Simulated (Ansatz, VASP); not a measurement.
**NbAs in VASP and in Ansatz**

Contents of INCAR:

```
PREC = Accurate
ENCUT = 500
EDIFF = 1E-7
ISMEAR = 0
SIGMA = 0.2
LREAL = F
LASPH = T
NELM = 120
ALGO = Normal
ISIF = 3
LWAVE = F
LCHARG = F
GGA = PE
IBRION = 2
NSW = 36
EDIFFG = -0.08
GGA_COMPAT = F
NELMIN = 4
```

File KPOINTS:

```
regular mesh
0
Gamma
  5 5 5
```

The input POSCAR:

```
NbAs
1.0
    3.6135345600      0.0000000000      0.0000000000
    0.0000000000      3.6135345600      0.0000000000
    0.0000000000      0.0000000000      3.6135345600
Nb As
1 1
Direct
    0.0000000000      0.0000000000      0.0000000000
    0.5000000000      0.5000000000      0.5000000000
```

Input for Ansatz:

```yaml
crystal:
  lattice:
    - [3.61353456, 0.0, 0.0]
    - [0.0, 3.61353456, 0.0]
    - [0.0, 0.0, 3.61353456]
  atoms:
    - { symbol: Nb, position: [0.0, 0.0, 0.0] }
    - { symbol: As, position: [0.5, 0.5, 0.5] }
basis:
  ecutwfc: 420
kpoints:
  mp_grid: { grid: [5, 5, 5] }
hamiltonian:
  xc: pbe
scf:
  occupations: { method: gaussian, width: 0.2 }
  lower_state_search: "off"
output:
  forces: true
  stress: true
  eigenvalues: true
relax:
  adjacent_minimum: "off"
  f_tol: 0.08
  max_steps: 16
  cell: { stress_tol: 0.8 }
```

Alike in both runs: task relaxation of cell and atoms; functional PBE; k mesh 5 × 5 × 5; occupations gaussian, width 0.2 eV; no spin polarisation.

|  | VASP | Ansatz |
| --- | --- | --- |
| version | VASP 6.6.1 | Ansatz 0.2.0 |
| potentials or method | VASP PAW PBE potentials, release 64 (Nb_sv, As), cutoff 500 eV | scalar-relativistic, plane waves, PAW |
| valence electrons in the cell | 18 | 28 |

|  | VASP | Ansatz | Ansatz less VASP |
| --- | --- | --- | --- |
| gap on the k mesh at the Fermi level, each at its own relaxed structure (eV) | none | none | - |
| relaxed volume (Å³/atom) | 16.56 | 16.59 | +0.025 |
| relaxed cell length with the largest relative difference (Å) | 3.211 | 3.213 | +0.0016 |

A gap of «none» marks a metal or a gap that the smearing closes. VASP's potentials hold 18 valence electrons a cell and Ansatz's 28, so a difference there can come from the potentials and not from the codes.

Noted on VASP's run: the volume moved by over 15 % at a fixed basis, so the end points are rough.
